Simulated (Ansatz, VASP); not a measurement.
# One calculation of Cs, two programs

Contents of INCAR:

```
PREC = Accurate ; ENCUT = 520
EDIFF = 1E-6 ; ISMEAR = -1
SIGMA = 0.1 ; LREAL = F
LASPH = T ; NELM = 80
ALGO = Normal ; ISIF = 2
LWAVE = F ; LCHARG = T
LELF = T ; LVHAR = T
NBANDS = 16
```

The input KPOINTS:

```
Automatic mesh
0
Gamma
  9 9 5
```

POSCAR

```
Cs
1.0
    4.0895781690      0.0000000000      0.0000000000
   -2.0447890845      3.5416785851      0.0000000000
    0.0000000000      0.0000000000      6.6251166338
Cs
2
Direct
    0.3333333333      0.6666666667      0.2500000000
    0.6666666667      0.3333333333      0.7500000000
```

Input for Ansatz:

```yaml
crystal:
  lattice:
    - [4.089578169, 0.0, 0.0]
    - [-2.0447890845, 3.5416785851, 0.0]
    - [0.0, 0.0, 6.6251166338]
  atoms:
    - { symbol: Cs, position: [0.3333333333, 0.6666666667, 0.25] }
    - { symbol: Cs, position: [0.6666666667, 0.3333333333, 0.75] }
kpoints:
  mp_grid: { grid: [9, 9, 5] }
scf:
  occupations: { method: fermi_dirac, width: 0.1 }
hamiltonian:
  xc: lda
  pseudopotentials: { kind: paw }
output:
  forces: true
  stress: true
  eigenvalues: true
  populations: true
  write_density: true
  write_potential: true
  elf: true
  volumetric_format: npy
```

Change from the starting cell: volume scaled by 0.5, PAW files.

Alike in both runs: task single point; functional LDA; k mesh 9 × 9 × 5; occupations fermi-dirac, width 0.1 eV; no spin polarisation.

|  | VASP | Ansatz |
| --- | --- | --- |
| version | VASP 6.6.1 | Ansatz 0.2.0 |
| potentials or method | VASP PAW LDA potentials, release 64 (Cs_sv) | PAW with Ansatz's default frozen-core files, scalar-relativistic |
| plane-wave cutoff (eV) | 520 | 420 |
| valence electrons in the cell | 18 | 18 |

```csv
,VASP,Ansatz,Ansatz less VASP
pressure (GPa),3.4,3.4,-0.01
```

LDA's correlation is that of Perdew and Zunger in VASP and of Perdew and Wang (1992) in Ansatz.

Neither program's run includes spin-orbit coupling.
